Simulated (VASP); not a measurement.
Runs of VASP 6.6.1 on Hg. The structure is that of space group Fd-3m (No. 227), or close to it. The cells are those of the table. 

| task | cell | gap on the mesh (eV) | pressure (GPa) |
| --- | --- | --- | --- |
| single point | a = 4.685 Å, angles 60.0°, 2 atoms | none | 0.3 |
| relaxation of cell and atoms | relaxed to 40 GPa from a = 4.412 Å, angles 60.0°, 2 atoms | none | 40.0 |
| relaxation of cell and atoms | relaxed to 20 GPa from a = 4.412 Å, angles 60.0°, 2 atoms | none | 20.0 |
| single point | a = 3.898 Å, angles 60.0°, 2 atoms | none | 63.9 |
| single point | a = 4.005 Å, angles 60.0°, 2 atoms | none | (a) |

Alike in all rows: level PBEsol; potentials or basis VASP PAW PBE potentials, release 64 (Hg); no spin polarisation; k mesh 7 × 7 × 7; cutoff (eV) 500; smearing fermi-dirac 0.1 eV.

Task: Estimate the missing entries.

Result: (a) 42.7.

Caveats: the PAW data sets were made with another functional, which shifts forces and pressure a little; spin-orbit coupling is left out, which moves the levels of the heavy elements; the cell is relaxed towards a set pressure, so the run minimises the enthalpy, not the energy (at least some runs); the cell stands under pressure (at least some runs).

A k mesh can miss the band edges, and the runs leave out spin-orbit coupling on Hg.

A gap of «none» marks levels without a gap at the run's occupations.
